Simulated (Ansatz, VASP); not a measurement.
**SnO2 in VASP and in Ansatz**

INCAR

```
  PREC = Accurate
  ENCUT = 520
  EDIFF = 1E-6
  ISMEAR = 0
  SIGMA = 0.05
  LREAL = False
  LASPH = True
  NELM = 60
  ALGO = Normal
  ISIF = 2
  LWAVE = False
  LCHARG = False
  GGA = PS
  NBANDS = 64
```

Contents of KPOINTS:

```
regular mesh
0
Gamma
  6 6 6
```

Contents of POSCAR:

```
SnO2
1.0
    3.2022504996      1.8488201880      4.9709601922
   -3.2022504996      1.8488201880      4.9709601922
    0.0000000000     -3.6976403759      4.9709601923
Sn O
4 8
Direct
    0.8646807174      0.8646807174      0.8646807174
    0.3648245829      0.3648245829      0.8648190111
    0.3648245829      0.8648190111      0.3648245829
    0.8648190111      0.3648245829      0.3648245829
    0.1235003534      0.6233501671      0.6233501671
    0.6233501671      0.1235003534      0.6233501671
    0.6233501671      0.6233501671      0.1235003534
    0.6062113146      0.6062113146      0.6062113146
    0.1234715296      0.1234715296      0.1234715296
    0.1060883083      0.1060883083      0.6062369573
    0.1060883083      0.6062369573      0.1060883083
    0.6062369573      0.1060883083      0.1060883083
```

Input for Ansatz:

```yaml
crystal:
  lattice:
    - [3.2022504996, 1.848820188, 4.9709601922]
    - [-3.2022504996, 1.848820188, 4.9709601922]
    - [0.0, -3.6976403759, 4.9709601923]
  atoms:
    - { symbol: Sn, position: [0.8646807174, 0.8646807174, 0.8646807174] }
    - { symbol: Sn, position: [0.3648245829, 0.3648245829, 0.8648190111] }
    - { symbol: Sn, position: [0.3648245829, 0.8648190111, 0.3648245829] }
    - { symbol: Sn, position: [0.8648190111, 0.3648245829, 0.3648245829] }
    - { symbol: O, position: [0.1235003534, 0.6233501671, 0.6233501671] }
    - { symbol: O, position: [0.6233501671, 0.1235003534, 0.6233501671] }
    - { symbol: O, position: [0.6233501671, 0.6233501671, 0.1235003534] }
    - { symbol: O, position: [0.6062113146, 0.6062113146, 0.6062113146] }
    - { symbol: O, position: [0.1234715296, 0.1234715296, 0.1234715296] }
    - { symbol: O, position: [0.1060883083, 0.1060883083, 0.6062369573] }
    - { symbol: O, position: [0.1060883083, 0.6062369573, 0.1060883083] }
    - { symbol: O, position: [0.6062369573, 0.1060883083, 0.1060883083] }
basis:
  ecutwfc: 520.0
kpoints:
  mp_grid: { grid: [6, 6, 6] }
hamiltonian:
  xc: pbesol
  pseudopotentials: { kind: paw, azcp: { folder: soft_1 } }
scf:
  occupations: { method: gaussian, width: 0.05 }
output:
  forces: true
  stress: true
  eigenvalues: true
```

Alike in both runs: task single point; functional PBEsol; k mesh 6 × 6 × 6; occupations gaussian, width 0.05 eV; no spin polarisation.

```csv
,VASP,Ansatz
version,VASP 6.6.1,Ansatz 0.2.0
potentials or method,"VASP PAW PBE potentials, release 64 (Sn_d, O), cutoff 520 eV","scalar-relativistic, plane waves, PAW"
valence electrons in the cell,104,104
```

Ansatz gave:

```
gap on the k mesh at the Fermi level (eV)                     : 1.91
least direct gap on the mesh (eV)                             : 1.92
pressure (GPa)                                                : -9.0
traceless stress, the component that is largest in VASP (GPa) : -3.21
rms of the force components (eV/Å)                            : 0.693
```

**Question.** Which values does VASP return?

**Answer.** gap on the k mesh at the Fermi level (eV): 1.89; least direct gap on the mesh (eV): 1.90; pressure (GPa): -8.5; traceless stress, the component that is largest in VASP (GPa): -3.51; rms of the force components (eV/Å): 0.665.

VASP's potentials were made for PBE, not for PBEsol, and Ansatz warns of the same on its side. Atom by atom the forces differ by 0.028 eV/Å (rms over components). With one functional, cell and mesh, what is left measures potentials, basis and numerics.
